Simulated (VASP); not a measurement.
# Na2S: single point with PBEsol

Crystal: Na2S.

```xyz
3
Lattice="0.0000 3.2506 3.2506 3.2506 0.0000 3.2506 3.2506 3.2506 0.0000" Properties=species:S:1:pos:R:3 pbc="T T T"
Na    1.6253    1.6253    1.6253
Na    4.8759    4.8759    4.8759
S     0.0000    0.0000    0.0000
```

```
Program             : VASP 6.6.1
Task                : single point
Functional          : PBEsol
Potentials or basis : VASP PAW PBE potentials, release 64 (Na_pv, S)
Cutoff              : 500 eV
k mesh              : 6 × 6 × 6
Occupations         : gaussian, width 0.01 eV
Spin                : no spin polarisation
```

| Quantity | Value |
| --- | --- |
| Pressure | 0.1 GPa |
| Band gap on the k mesh | 2.42 eV |

Levels at points of the mesh, in eV from the valence-band top:
| k point | band 7 | band 8 | band 9 | band 10 | band 11 | band 12 | band 13 | band 14 |
| --- | --- | --- | --- | --- | --- | --- | --- | --- |
| (0.00, 0.00, 0.00) | -10.15 | 0.00 | 0.00 | 0.00 | 2.42 | 7.72 | 7.72 | 7.72 |
| (0.50, 0.00, 0.00) | -9.89 | -1.71 | -0.14 | -0.14 | 4.78 | 6.39 | 7.10 | 7.10 |
| (0.50, 0.50, 0.00) | -9.81 | -1.52 | -0.47 | -0.47 | 3.71 | 6.00 | 8.54 | 9.78 |

It took 21 s on 1 thread of Intel(R) Xeon(R) Platinum 8488C (Sapphire Rapids), with other jobs on the host, peak memory 0.19 GiB.

Caveat: the PAW data sets were made with another functional, which shifts forces and pressure a little.
